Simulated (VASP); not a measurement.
V, 1 atom in the cell. The structure is cubic, space group Im-3m (No. 229). Conventional cell: a = 3.024 Å, b = 3.024 Å, c = 3.024 Å, α = 90.00°, β = 90.00°, γ = 90.00°. V (site symmetry m-3m) has 14 V at 2.62 to 3.02 Å within 3.5 Å. 

```yaml
Program: VASP 6.6.1
Task: relaxation of cell and atoms
Functional: PBEsol
Potentials_or_basis: VASP PAW PBE potentials, release 64 (V_sv)
Cutoff: 600 eV
k_mesh: 15 × 15 × 15
Occupations: fermi-dirac, width 0.1 eV
Spin: no spin polarisation
Dipole_correction: no
Further_INCAR_settings: ALGO = Normal; EDIFF = 1e-07; IBRION = 2; EDIFFG = -0.01; NSW = 80; ISIF = 3
```

Potentials or basis: VASP PAW PBE potentials, release 64 (V_sv).

Run with:

```sh
$ cat potpaw_PBE.64/V_sv/POTCAR > POTCAR
$ mpirun -np 1 vasp_std > vasp.out
```

Hardware: 1 thread of Intel(R) Xeon(R) Platinum 8259CL CPU @ 2.50GHz (Skylake/Cascade Lake), on a shared host.

Task: Estimate the wall time of this run.

Result: It took 39 s on 1 thread of Intel(R) Xeon(R) Platinum 8259CL CPU @ 2.50GHz (Skylake/Cascade Lake) (shared host), peak memory 0.16 GiB. Counts: scf iterations 35, k points 120, ion steps 4.
